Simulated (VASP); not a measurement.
# MnSi (Pm-3m) in VASP: notebook

Aim: see how the results for MnSi move with the level of theory and the settings. Levels: HF, PBEsol-based screened hybrid with 25 % exact exchange. Tasks: single point, relaxation of cell and atoms.

Program: VASP 6.6.1. These are calculated values, not measurements. Logs are shortened: lines on timing, memory, paths and dates and some standing lists are left out, and cuts for length are marked.

**1. The cell of the first run**

Symmetry: Pm-3m, No. 221, cubic system. Conventional cell: a = 3.467 Å, b = 3.467 Å, c = 3.467 Å, α = 90.00°, β = 90.00°, γ = 90.00°. Mn (site symmetry m-3m) has 8 Si at 3.00 Å and 6 Mn at 3.47 Å within 4.0 Å. Si (site symmetry m-3m) has 8 Mn at 3.00 Å and 6 Si at 3.47 Å within 4.0 Å.

**2. Single point, HF, collinear spin, ferromagnetic start**

POSCAR reads:

```
MnSi
1.0
    3.4672203624      0.0000000000      0.0000000000
    0.0000000000      3.4672203624      0.0000000000
    0.0000000000      0.0000000000      3.4672203624
Mn Si
1 1
Direct
    0.5000000000      0.5000000000      0.5000000000
    0.0000000000      0.0000000000      0.0000000000
```

INCAR.step1 reads:

```
ALGO = Normal
EDIFF = 1E-5
ENCUT = 510
GGA = PE
GGA_COMPAT = F
ISIF = 2
ISMEAR = -1
ISPIN = 2
LASPH = T
LCHARG = F
LMAXMIX = 4
LORBIT = 11
LREAL = F
LWAVE = T
MAGMOM = 4 0
NBANDS = 20
NELM = 200
PREC = Accurate
SIGMA = 0.05
```

INCAR.step2 reads:

```
AEXX = 1.0
AGGAC = 0.0
ALDAC = 0.0
ALGO = Normal
EDIFF = 1E-6
ENCUT = 510
GGA = PE
GGA_COMPAT = F
ISIF = 2
ISMEAR = -1
ISPIN = 2
ISTART = 1
LASPH = T
LCHARG = F
LHFCALC = T
LMAXMIX = 4
LORBIT = 11
LREAL = F
LWAVE = F
MAGMOM = 4 0
NBANDS = 20
NELM = 200
PREC = Accurate
PRECFOCK = Normal
SIGMA = 0.05
```

KPOINTS reads:

```
k-points
0
Gamma
  5 5 5
```

Potentials or basis: VASP PAW PBE potentials, release 64 (Mn_sv, Si).

Run with:

```bash
cat potpaw_PBE.64/Mn_sv/POTCAR potpaw_PBE.64/Si/POTCAR > POTCAR
cp INCAR.step1 INCAR
mpirun -np 1 vasp_std > vasp.out
cp INCAR.step2 INCAR
mpirun -np 1 vasp_std > vasp.out
```

OUTCAR:

```text
AEXX = 1.0
   EDIFF = 1E-6
   ENCUT = 510
   GGA = PE
   ISIF = 2
   ISMEAR = -1
   ISPIN = 2
   ISTART = 1
   LASPH = T
   LHFCALC = T
   LORBIT = 11
   LREAL = F
   NELM = 200
   PREC = Accurate
   PRECFOCK = Normal

 ion  position               nearest neighbor table
   1  0.500  0.500  0.500-
   2  0.000  0.000  0.000-

  LATTYP: Found a simple cubic cell.
 ALAT       =     3.4672203624

  Lattice vectors:

 A1 = (   3.4672203624,   0.0000000000,   0.0000000000)
 A2 = (   0.0000000000,   3.4672203624,   0.0000000000)
 A3 = (   0.0000000000,   0.0000000000,   3.4672203624)

Analysis of symmetry for initial positions (statically):
=====================================================================
 Subroutine PRICEL returns:
 Original cell was already a primitive cell.

 Routine SETGRP: Setting up the symmetry group for a
 simple cubic supercell.

 Subroutine GETGRP returns: Found 48 space group operations
 (whereof 48 operations were pure point group operations)
 out of a pool of 48 trial point group operations.

The static configuration has the point symmetry O_h .

Analysis of symmetry for dynamics (positions and initial velocities):
=====================================================================
 Subroutine PRICEL returns:
 Original cell was already a primitive cell.

 Routine SETGRP: Setting up the symmetry group for a
 simple cubic supercell.

 Subroutine GETGRP returns: Found 48 space group operations
 (whereof 48 operations were pure point group operations)
 out of a pool of 48 trial point group operations.

The dynamic configuration has the point symmetry O_h .

Analysis of structural, dynamic, and magnetic symmetry:
=====================================================================
 Subroutine PRICEL returns:
 Original cell was already a primitive cell.

 Routine SETGRP: Setting up the symmetry group for a
 simple cubic supercell.

 Subroutine GETGRP returns: Found 48 space group operations
 (whereof 48 operations were pure point group operations)
 out of a pool of 48 trial point group operations.

The overall configuration has the point symmetry O_h .

 Subroutine INISYM returns: Found 48 space group operations
 (whereof 48 operations are pure point group operations),
 and found     1 'primitive' translations

----------------------------------------------------------------------------------------

                                     Primitive cell

  volume of cell :      41.6816

  direct lattice vectors                    reciprocal lattice vectors
     3.467220362  0.000000000  0.000000000     0.288415473  0.000000000  0.000000000
     0.000000000  3.467220362  0.000000000     0.000000000  0.288415473  0.000000000
     0.000000000  0.000000000  3.467220362     0.000000000  0.000000000  0.288415473

  length of vectors
     3.467220362  3.467220362  3.467220362     0.288415473  0.288415473  0.288415473

  position of ions in fractional coordinates (direct lattice)
     0.500000000  0.500000000  0.500000000
     0.000000000  0.000000000  0.000000000

  ion indices of the primitive-cell ions
   primitive index   ion index
                 1           1
                 2           2

----------------------------------------------------------------------------------------

 KPOINTS: k-points

Automatic generation of k-mesh.
 Grid dimensions read from file:
 generate k-points for:    5    5    5

 Generating k-lattice:

  Cartesian coordinates                     Fractional coordinates (reciprocal lattice)
     0.057683095  0.000000000  0.000000000     0.200000000  0.000000000  0.000000000
     0.000000000  0.057683095  0.000000000     0.000000000  0.200000000  0.000000000
     0.000000000  0.000000000  0.057683095     0.000000000  0.000000000  0.200000000

  Length of vectors
     0.057683095  0.057683095  0.057683095

  Shift w.r.t. Gamma in fractional coordinates (k-lattice)
     0.000000000  0.000000000  0.000000000

 Subroutine IBZKPT returns following result:
 ===========================================

 Found     10 irreducible k-points:

 Following reciprocal coordinates:
            Coordinates               Weight
  0.000000  0.000000  0.000000      1.000000
  0.200000  0.000000  0.000000      6.000000
  0.400000  0.000000  0.000000      6.000000
  0.200000  0.200000  0.000000     12.000000
  0.400000  0.200000  0.000000     24.000000
  0.400000  0.400000  0.000000     12.000000
  0.200000  0.200000  0.200000      8.000000
  0.400000  0.200000  0.200000     24.000000
  0.400000  0.400000  0.200000     24.000000
  0.400000  0.400000  0.400000      8.000000
   k-points           NKPTS =     10   k-points in BZ     NKDIM =    125   number of bands    NBANDS=     20
   number of dos      NEDOS =    301   number of ions     NIONS =      2
   total plane-waves  NPLWV =  21952
   dimension x,y,z NGX =    28 NGY =   28 NGZ =   28
   dimension x,y,z NGXF=    56 NGYF=   56 NGZF=   56
   ions per type =               1   1
   NGX,Y,Z   is equivalent  to a cutoff of  13.43, 13.43, 13.43 a.u.
   NGXF,Y,Z  is equivalent  to a cutoff of  26.85, 26.85, 26.85 a.u.
 SYSTEM =  unknown system
   PREC   = accura    normal or accurate (medium, high low for compatibility)
   ISTART =      1    job   : 0-new  1-cont  2-samecut
   ICHARG =      0    charge: 1-file 2-atom 10-const
   ISPIN  =      2    spin polarized calculation?
   LNONCOLLINEAR =      F non collinear calculations
   LSORBIT =      F    spin-orbit coupling
   LASPH  =      T    aspherical Exc in radial PAW
   ENCUT  =  510.0 eV  37.48 Ry    6.12 a.u.   6.38  6.38  6.38*2*pi/ulx,y,z
   NELM   =    200;   NELMIN=  2; NELMDL=  0     # of ELM steps
   EDIFF  = 0.1E-05   stopping-criterion for ELM
   LREAL  =      F    real-space projection
   EDIFFG = 0.1E-04   stopping-criterion for IOM
   NSW    =      0    number of steps for IOM
   IBRION =     -1    ionic relax: 0-MD 1-quasi-New 2-CG
   NFREE  =      0    steps in history (QN), initial steepest desc. (CG)
   ISIF   =      2    stress and relaxation
   ISYM   =      3    0-nonsym 1-usesym 2-fastsym
   POTIM  = 0.5000    time-step for ionic-motion
   TEBEG  =    0.0;   TEEND  =   0.0 temperature during run
   PSTRESS=    0.0 pullay stress
   NELECT =      19.0000    total number of electrons
   NUPDOWN=      -1.0000    fix difference up-down
   EMIN   =  10.00;   EMAX   =-10.00  energy-range for DOS
   EFERMI =   0.00;   METHOD = LEGACY
   ISMEAR =    -1;   SIGMA  =   0.05  broadening in eV -4-tet -1-fermi 0-gaus
   EFERMI_NEDOS =   21; number of points for ismear=-14 and -15
   IALGO  =     38    algorithm
   IMIX   =      1    mixing-type and parameters
     AMIX     =   0.40;   BMIX     =  1.00
     AMIX_MAG =   1.60;   BMIX_MAG =  1.00
  volume/ion in A,a.u.               =      20.84       140.64
  Fermi-wavevector in a.u.,A,eV,Ry     =   1.259925  2.380912 21.598027  1.587410
  Thomas-Fermi vector in A             =   2.393460
   LORBIT       =     11    0 simple, 1 ext, 2 COOP (PROOUT), +10 PAW based schemes
   GGA     = PE    functional components
   LHFCALC =     T    Hartree Fock is set to
   PRECFOCK=normal    Normal, Fast or Accurate (Low or Medium for compatibility)
   ENCUT4O =  -1.0   cutoff for four orbital integrals eV
   NKREDX  =     1    reduce k-point grid by
   NKREDY  =     1    reduce k-point grid by
   NKREDZ  =     1    reduce k-point grid by
   AEXX    =    1.0000 exact exchange contribution
   HFSCREEN=    0.0000 screening length (either q_TF or 0.3 A-1)
   HFSCREENC=   0.0000 screening length for correlation (either q_TF or 0.3 A-1)
   ENCUTFOCK=  -1.0 apply spherical cutoff to Coloumb kernel
   IVDW    =     0    specifies the selected vdW correction
   LEPSILON=     F    determine dielectric tensor
   LRPA    =     F    only Hartree local field effects (RPA)
 spin polarized calculation
  energy-cutoff  :      510.00
  volume of cell :       41.68
 maximum number of plane-waves:      1100
 NGX is ok and might be reduce to    28
  NGX = 20; NGY = 20; NGZ = 20

 number of electron      18.9999994 magnetization       4.0074643

 Free energy of the ion-electron system (eV)
  ---------------------------------------------------
  ext. energy  EPLUGINS =         0.00000000
  ---------------------------------------------------
  free energy    TOTEN  =       -40.87338671 eV

  energy without entropy =      -40.87338395  energy(sigma->0) =      -40.87338533

 E-fermi :   8.5893     XC(G=0):   0.0000

 val. band max:        8.0582851650   @ k =   0.4000   0.4000   0.0000
 cond. band min:       9.1346269762   @ k =   0.2000   0.2000   0.2000
 fundamental gap:      1.0763418112
 Fermi energy:         8.5892642421

 spin component 1

 k-point     1 :       0.0000    0.0000    0.0000
  band No.  band energies     occupation
      1     -99.7920      1.00000
      2     -63.2681      1.00000
      3     -63.2681      1.00000
      4     -63.2681      1.00000
      5      -8.7620      1.00000
      6      -6.3560      1.00000
[... 12 lines left out ...]
     19      27.0903      0.00000
[... 190 lines left out ...]
      3     -63.2760      1.00000
      4     -63.2758      1.00000
      5      -6.4724      1.00000
      6      -6.3112      1.00000
[... 12 lines left out ...]
     19      30.2430      0.00000
     20      31.5668      0.00000
 Fermi energy:         8.5892642421

 spin component 2

 k-point     1 :       0.0000    0.0000    0.0000
  band No.  band energies     occupation
      1     -88.9399      1.00000
      2     -50.0807      1.00000
      3     -50.0807      1.00000
      4     -50.0807      1.00000
      5     -10.1081      1.00000
      6      10.3927      0.00000
[... 12 lines left out ...]
     19      27.5990      0.00000
[... 191 lines left out ...]
      4     -50.0944      1.00000
      5      -3.9339      1.00000
      6       1.7997      1.00000
[... 12 lines left out ...]
     19      29.2747      0.00000
     20      32.3365      0.00000

------------------------ aborting loop because EDIFF is reached ----------------------------------------

  FORCE on cell =-STRESS in cart. coord.  units (eV):
  Direction    XX          YY          ZZ          XY          YZ          ZX
  --------------------------------------------------------------------------------------
  -------------------------------------------------------------------------------------
  Total       -0.1071265     -0.1071265     -0.1071265      0.0000000      0.0000000     -0.0000000
  in kB       -4.1177806     -4.1177806     -4.1177806      0.0000000      0.0000000     -0.0000000
  external PRESSURE =      -4.1177806 kB  Pullay stress =       0.0000000 kB

 VOLUME and BASIS-vectors are now :
 -----------------------------------------------------------------------------
  energy-cutoff  :      510.00
  volume of cell :       41.68
      direct lattice vectors                 reciprocal lattice vectors
     3.467220362  0.000000000  0.000000000     0.288415473  0.000000000  0.000000000
     0.000000000  3.467220362  0.000000000     0.000000000  0.288415473  0.000000000
     0.000000000  0.000000000  3.467220362     0.000000000  0.000000000  0.288415473

 POSITION                                       TOTAL-FORCE (eV/Angst)
 -----------------------------------------------------------------------------------
      1.73361      1.73361      1.73361         0.000000      0.000000      0.000000
      0.00000      0.00000      0.00000         0.000000      0.000000      0.000000
 -----------------------------------------------------------------------------------
    total drift:                                0.000000      0.000000     -0.000000

  FREE ENERGIE OF THE ION-ELECTRON SYSTEM (eV)
  ---------------------------------------------------
  free  energy   TOTEN  =       -40.8733867064 eV

  energy  without entropy=      -40.8733839473  energy(sigma->0) =      -40.87338533

 total charge

# of ion       s       p       d       tot
------------------------------------------
    1        2.126   5.991   4.628  12.745
    2        0.967   0.736   0.000   1.703
--------------------------------------------------
tot          3.094   6.727   4.628  14.448

 magnetization (x)

# of ion       s       p       d       tot
------------------------------------------
    1        0.026  -0.003   4.499   4.523
    2       -0.044  -0.278   0.000  -0.322
--------------------------------------------------
tot         -0.018  -0.281   4.499   4.200
```

It took 25 min on 1 thread of Intel Xeon Platinum 8488C (Sapphire Rapids), shared host; peak memory 0.19 GiB.

What came out:

- Free energy: -40.8734 eV
- Pressure: -0.4 GPa
- Net moment: 4.01 μB per cell
- Site moments: Mn +4.52; Si -0.32 μB
- Valence electrons inside the program's atomic spheres: Mn 12.74; Si 1.70

Levels at points of the mesh, in eV from the Fermi level:
Spin up:
| k point | band 8 | band 9 | band 10 | band 11 | band 12 | band 13 | band 14 | band 15 |
| --- | --- | --- | --- | --- | --- | --- | --- | --- |
| (0.00, 0.00, 0.00) | -14.34 | -14.34 | -14.34 | 3.54 | 3.54 | 3.54 | 6.03 | 8.43 |
Spin down:
| k point | band 5 | band 6 | band 7 | band 8 | band 9 | band 10 |
| --- | --- | --- | --- | --- | --- | --- |
| (0.00, 0.00, 0.00) | -18.70 | 1.80 | 1.80 | 1.80 | 3.80 | 3.80 |

Caveat: the k points lie up to 0.36 Å⁻¹ apart; the PAW data sets were made with another functional, which shifts forces and pressure a little.

(Continued in part 2 of 2.)
